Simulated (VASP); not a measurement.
# Al in VASP: further runs

The runs below take Al through single point, with PBE.

All numbers are computed with VASP 6.6.1; they aren't measurements. Logs are shortened: lines on timing, memory, paths and dates and some standing lists are left out, and cuts for length are marked.

### 1 The cell of the first run

The cell holds a slab with vacuum, 13 atoms: a = 5.714 Å, b = 5.714 Å, c = 19.675 Å, α = 90.00°, β = 90.00°, γ = 90.00°.

### 2 Single point, PBE

File INCAR:

```
SYSTEM = Al
  PREC = Accurate
  ENCUT = 520
  EDIFF = 1E-6
  ISMEAR = 0
  SIGMA = 0.1
  LREAL = .False.
  LASPH = .True.
  NELM = 100
  ALGO = Normal
  ISIF = 2
  LWAVE = .False.
  LCHARG = .False.
  LDIPOL = .True.
  IDIPOL = 3
  DIPOL = 0.5 0.5 0.327
  GGA = PE
  NBANDS = 32
```

File KPOINTS:

```
Automatic mesh
0
Gamma
  5 5 1
  0 0 0
```

File POSCAR:

```
Al
1.0
    5.7135165838      0.0000000000      0.0000000000
    0.0000000000      5.7135165838      0.0000000000
    0.0000000000      0.0000000000     19.6746954281
Al
13
Direct
    0.2500000000      0.2500000000      0.2033068321
    0.2500000000      0.7500000000      0.2033068321
    0.7500000000      0.2500000000      0.2033068321
    0.7500000000      0.7500000000      0.2033068321
    0.0000000000      0.0000000000      0.3092728605
    0.0000000000      0.5000000000      0.3092728605
    0.5000000000      0.0000000000      0.3092728605
    0.5000000000      0.5000000000      0.3092728605
    0.2500000000      0.2500000000      0.4154928577
    0.2500000000      0.7500000000      0.4154928577
    0.7500000000      0.2500000000      0.4154928577
    0.7500000000      0.7500000000      0.4154928577
    0.2500000000      0.4166666667      0.5396087402
```

Potentials or basis: VASP PAW PBE potentials, release 64 (Al).

The run is started by

```sh
$ cat potpaw_PBE.64/Al/POTCAR > POTCAR
$ mpirun -np 1 vasp_std > vasp.out
```

OUTCAR:

```text
SYSTEM = Al
   PREC = Accurate
   ENCUT = 520
   EDIFF = 1E-6
   ISMEAR = 0
   LREAL = .False.
   LASPH = .True.
   NELM = 100
   ISIF = 2
   GGA = PE

 ion  position               nearest neighbor table
   1  0.250  0.250  0.203-   2 2.86   3 2.86   2 2.86   3 2.86   7 2.90   8 2.90   5 2.90   6 2.90

   2  0.250  0.750  0.203-   1 2.86   4 2.86   1 2.86   4 2.86   7 2.90   8 2.90   5 2.90   6 2.90

   3  0.750  0.250  0.203-   1 2.86   4 2.86   4 2.86   1 2.86   7 2.90   8 2.90   5 2.90   6 2.90
[... 4 lines left out ...]
                            11 2.91  12 2.91   9 2.91  10 2.91
   6  0.000  0.500  0.309-   5 2.86   8 2.86   5 2.86   8 2.86   1 2.90   2 2.90   3 2.90   4 2.90
                            11 2.91  12 2.91   9 2.91  10 2.91
   7  0.500  0.000  0.309-   5 2.86   8 2.86   8 2.86   5 2.86   1 2.90   2 2.90   3 2.90   4 2.90
                            11 2.91  12 2.91   9 2.91  10 2.91
   8  0.500  0.500  0.309-   6 2.86   7 2.86   7 2.86   6 2.86   1 2.90   2 2.90   3 2.90   4 2.90
                            11 2.91  12 2.91   9 2.91  10 2.91
   9  0.250  0.250  0.415-  13 2.62  11 2.86  10 2.86  10 2.86  11 2.86   6 2.91   7 2.91   8 2.91
                             5 2.91
  10  0.250  0.750  0.415-   9 2.86  12 2.86   9 2.86  12 2.86   5 2.91   6 2.91   7 2.91   8 2.91
                            13 3.10
  11  0.750  0.250  0.415-   9 2.86  12 2.86  12 2.86   9 2.86   5 2.91   6 2.91   7 2.91   8 2.91

  12  0.750  0.750  0.415-  10 2.86  11 2.86  11 2.86  10 2.86   5 2.91   6 2.91   7 2.91   8 2.91

  13  0.250  0.417  0.540-   9 2.62  10 3.10

  LATTYP: Found a simple tetragonal cell.
 ALAT       =     5.7135165838
 C/A-ratio  =     3.4435351923

  Lattice vectors:

 A1 = (   5.7135165838,   0.0000000000,   0.0000000000)
 A2 = (   0.0000000000,   5.7135165838,   0.0000000000)
 A3 = (   0.0000000000,   0.0000000000,  19.6746954281)

Analysis of symmetry for initial positions (statically):
=====================================================================
 Subroutine PRICEL returns:
 Original cell was already a primitive cell.

 Routine SETGRP: Setting up the symmetry group for a
 simple tetragonal supercell.

 Subroutine GETGRP returns: Found  2 space group operations
 (whereof  1 operations were pure point group operations)
 out of a pool of 16 trial point group operations.

The static configuration has the point symmetry C_1 .
 The point group associated with its full space group is C_1h.

Analysis of symmetry for dynamics (positions and initial velocities):
=====================================================================
 Subroutine PRICEL returns:
 Original cell was already a primitive cell.

[... 137 lines left out ...]
  Thomas-Fermi vector in A             =   1.710473
   LORBIT       =      0    0 simple, 1 ext, 2 COOP (PROOUT), +10 PAW based schemes
   GGA     = PE    functional components
   LHFCALC =     F    Hartree Fock is set to
   AEXX    =    0.0000 exact exchange contribution
   IVDW    =     0    specifies the selected vdW correction
   LEPSILON=     F    determine dielectric tensor
   LRPA    =     F    only Hartree local field effects (RPA)
 non-spin polarized calculation
 Gauss-broadening in eV      SIGMA  =   0.10
  energy-cutoff  :      520.00
  volume of cell :      642.27
 maximum number of plane-waves:     17320
   NGX = 21   NGY = 21   NGZ = 73

 dipolmoment           0.000000      0.000000      0.129588 electrons x Angstroem

 number of electron      38.9999999 magnetization

 dipolmoment           0.000000      0.000000     -0.029752 electrons x Angstroem

 Free energy of the ion-electron system (eV)
  ---------------------------------------------------
  ext. energy  EPLUGINS =         0.00000000
  ---------------------------------------------------
  free energy    TOTEN  =       -43.82754571 eV

  energy without entropy =      -43.81664411  energy(sigma->0) =      -43.82209491

 E-fermi :  -0.0681     XC(G=0):  -4.6618

 val. band max:       -0.1504209075   @ k =   0.0000   0.0000   0.0000
 cond. band min:       0.0219726822   @ k =   0.2000   0.2000   0.0000
 fundamental gap:      0.1723935897
 Fermi energy:        -0.0681272079

 k-point     1 :       0.0000    0.0000    0.0000
  band No.  band energies     occupation
      1     -10.2586      2.00000
      2      -8.2399      2.00000
      3      -5.9631      2.00000
      4      -5.8591      2.00000
      5      -5.7599      2.00000
      6      -5.7445      2.00000
[... 295 lines left out ...]
     30       2.6616      0.00000
     31       2.8019      0.00000
 [bands above 31 left out]

------------------------ aborting loop because EDIFF is reached ----------------------------------------

 vacuum level on the upper side and lower side of the slab       (xc-potential included)        -0.332        -0.102

  FORCE on cell =-STRESS in cart. coord.  units (eV):
  Direction    XX          YY          ZZ          XY          YZ          ZX
  --------------------------------------------------------------------------------------
  -------------------------------------------------------------------------------------
  Total       -8.3764985     -8.0827182     -0.2518487      0.0000000      0.9261031      0.0000000
  in kB      -20.8957562    -20.1629009     -0.6282541      0.0000000      2.3102284      0.0000000
  external PRESSURE =     -13.8956371 kB  Pullay stress =       0.0000000 kB

 VOLUME and BASIS-vectors are now :
 -----------------------------------------------------------------------------
  energy-cutoff  :      520.00
  volume of cell :      642.27
      direct lattice vectors                 reciprocal lattice vectors
     5.713516584  0.000000000  0.000000000     0.175023558  0.000000000  0.000000000
     0.000000000  5.713516584  0.000000000     0.000000000  0.175023558  0.000000000
     0.000000000  0.000000000 19.674695428     0.000000000  0.000000000  0.050826708

 POSITION                                       TOTAL-FORCE (eV/Angst)
 -----------------------------------------------------------------------------------
      1.42838      1.42838      4.00000         0.000000     -0.076868      0.001952
      1.42838      4.28514      4.00000         0.000000      0.085269     -0.015462
      4.28514      1.42838      4.00000         0.000000      0.094254     -0.039875
      4.28514      4.28514      4.00000         0.000000     -0.087672     -0.007003
      0.00000      0.00000      6.08485         0.061979     -0.000674      0.077143
      0.00000      2.85676      6.08485        -0.033352     -0.016195      0.035153
      2.85676      0.00000      6.08485        -0.061979     -0.000674      0.077143
      2.85676      2.85676      6.08485         0.033352     -0.016195      0.035153
      1.42838      1.42838      8.17470         0.000000     -0.329522     -0.614078
      1.42838      4.28514      8.17470         0.000000     -0.028015      0.188538
      4.28514      1.42838      8.17470         0.000000      0.058087      0.168621
      4.28514      4.28514      8.17470         0.000000     -0.058068      0.101602
      1.42838      2.38063     10.61664         0.000000      0.376271     -0.008887
 -----------------------------------------------------------------------------------
    total drift:                               -0.000000      0.000007      0.000037

  FREE ENERGIE OF THE ION-ELECTRON SYSTEM (eV)
  ---------------------------------------------------
  free  energy   TOTEN  =       -43.8275457072 eV

  energy  without entropy=      -43.8166441136  energy(sigma->0) =      -43.82209491

 vacuum level on the upper side and lower side of the slab         3.882         4.112
```

OSZICAR:

```text
N       E                     dE             d eps       ncg     rms          rms(c)
DAV:   1     0.116357954505E+03    0.11636E+03   -0.11328E+04   576   0.845E+02
DAV:   2    -0.370406647959E+02   -0.15340E+03   -0.14756E+03   768   0.137E+02
DAV:   3    -0.455155448230E+02   -0.84749E+01   -0.82217E+01   712   0.319E+01
[... 16 lines left out ...]
DAV:  20    -0.438275151114E+02   -0.48200E-04   -0.43990E-06   568   0.545E-03    0.158E-03
DAV:  21    -0.438275356360E+02   -0.20525E-04   -0.27861E-06   576   0.342E-03    0.105E-03
DAV:  22    -0.438275415229E+02   -0.58870E-05   -0.64347E-07   552   0.222E-03    0.644E-04
DAV:  23    -0.438275451538E+02   -0.36309E-05   -0.52405E-07   520   0.180E-03    0.357E-04
DAV:  24    -0.438275457072E+02   -0.55343E-06   -0.92499E-08   472   0.110E-03
   1 F= -.43827546E+02 E0= -.43822095E+02  d E =-.109016E-01
```

It took 3.4 min on 1 thread of Intel Xeon 6975P-C (Granite Rapids), shared host; peak memory 0.6 GiB.

What came out:

```yaml
Free_energy: -43.8275 eV
Largest_force: 0.697 eV/Å
Band_gap_on_the_k_mesh: zero (an odd number of electrons rules out a gap without spin polarisation)
```

Forces on the atoms (eV/Å):
```
Al   0.000 -0.077  0.002
Al   0.000  0.085 -0.015
Al   0.000  0.094 -0.040
Al   0.000 -0.088 -0.007
Al   0.062 -0.001  0.077
Al  -0.033 -0.016  0.035
Al  -0.062 -0.001  0.077
Al   0.033 -0.016  0.035
Al   0.000 -0.330 -0.614
Al   0.000 -0.028  0.189
Al   0.000  0.058  0.169
Al   0.000 -0.058  0.102
Al   0.000  0.376 -0.009
```

Levels at points of the mesh, in eV from the Fermi level:
```tsv
k point	band 17	band 18	band 19	band 20	band 21	band 22	band 23	band 24
(0.00, 0.00, 0.00)	-0.97	-0.80	-0.49	-0.37	-0.33	-0.08	-0.08	0.82
```

### 3 Single point, PBE

File INCAR:

```
  PREC = Accurate
  ENCUT = 520
  EDIFF = 1E-7
  ISMEAR = 0
  SIGMA = 0.1
  LREAL = F
  LASPH = T
  NELM = 60
  ALGO = Normal
  ISIF = 2
  LWAVE = F
  LCHARG = T
  LDIPOL = T
  IDIPOL = 3
  DIPOL = 0.5 0.5 0.328
  GGA = PE
  LELF = T
  LVHAR = T
  LVACPOTAV = T
  NBANDS = 32
```

File KPOINTS:

```
Automatic mesh
0
Gamma
  5 5 1
```

POSCAR, as its differences from that of step 2:

```diff
@@ -20,2 +20,2 @@
     0.7500000000      0.7500000000      0.4154928577
-    0.2500000000      0.4166666667      0.5396087402
+    0.2500000000      0.3333333333      0.5465890094
```

Potentials or basis: VASP PAW PBE potentials, release 64 (Al).

The run is started by

```sh
$ cat potpaw_PBE.64/Al/POTCAR > POTCAR
$ mpirun -np 1 vasp_std > vasp.out
```

Wall time 3.7 min (1 thread of Intel Xeon 6975P-C (Granite Rapids), shared host); peak memory 0.6 GiB.

It converged, with:

```yaml
Free_energy: -43.6685 eV
Largest_force: 0.681 eV/Å
Band_gap_on_the_k_mesh: zero (an odd number of electrons rules out a gap without spin polarisation)
```

Forces in eV/Å, atoms in the order of the input:
```
Al   0.000 -0.042 -0.009
Al   0.000  0.049 -0.029
Al   0.000  0.061 -0.035
Al   0.000 -0.057  0.023
Al   0.050  0.011  0.065
Al  -0.007 -0.025  0.044
Al  -0.050  0.011  0.065
Al   0.007 -0.025  0.044
Al   0.000 -0.167 -0.660
Al   0.000 -0.058  0.227
Al   0.000  0.035  0.201
Al   0.000 -0.036  0.080
Al   0.000  0.243 -0.017
```

Levels at points of the mesh, in eV from the Fermi level:
| k point | band 16 | band 17 | band 18 | band 19 | band 20 | band 21 | band 22 | band 23 | band 24 | band 25 |
| --- | --- | --- | --- | --- | --- | --- | --- | --- | --- | --- |
| (0.00, 0.00, 0.00) | -1.05 | -0.93 | -0.76 | -0.42 | -0.35 | -0.33 | -0.04 | -0.04 | 0.90 | 1.47 |

The gap in the log of VASP goes by the Fermi energy; the results here count the filled bands.